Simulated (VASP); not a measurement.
Input of a VASP 6.6.1 run:

The input POSCAR:

```
HfN
1.0
    0.0000000000      2.2626863251      2.2626863251
    2.2626863251      0.0000000000      2.2626863251
    2.2626863251      2.2626863251      0.0000000000
Hf N
1 1
Direct
    0.0000000000      0.0000000000      0.0000000000
    0.5000000000      0.5000000000      0.5000000000
```

INCAR.step1

```
SYSTEM = HfN
PREC = Accurate
ENCUT = 520
ISMEAR = 0
SIGMA = 0.1
LREAL = .FALSE.
LASPH = .TRUE.
NELM = 60
NBANDS = 14
GGA = PE
ALGO = Normal
EDIFF = 1E-4
LWAVE = .TRUE.
LCHARG = .FALSE.
```

Contents of INCAR.step2:

```
SYSTEM = HfN
PREC = Accurate
ENCUT = 520
EDIFF = 1E-6
ISMEAR = 0
SIGMA = 0.1
LREAL = .FALSE.
LASPH = .TRUE.
NELM = 60
ALGO = Normal
ISIF = 2
LWAVE = .FALSE.
LCHARG = .FALSE.
METAGGA = R2SCAN
LMIXTAU = .TRUE.
NBANDS = 14
ISTART = 1
```

The input KPOINTS:

```
regular mesh
0
G
  16 16 16
  0 0 0
```

Potentials or basis: VASP PAW PBE potentials, release 64 (Hf_pv, N).

Run with:

```bash
$ cat potpaw_PBE.64/Hf_pv/POTCAR potpaw_PBE.64/N/POTCAR > POTCAR
$ cp INCAR.step1 INCAR
$ mpirun -np 1 vasp_std > vasp.out
$ cp INCAR.step2 INCAR
$ mpirun -np 1 vasp_std > vasp.out
```

Predict the pressure.

-2.7 GPa.

Caveat: the PAW data sets were made with another functional, which shifts forces and pressure a little.
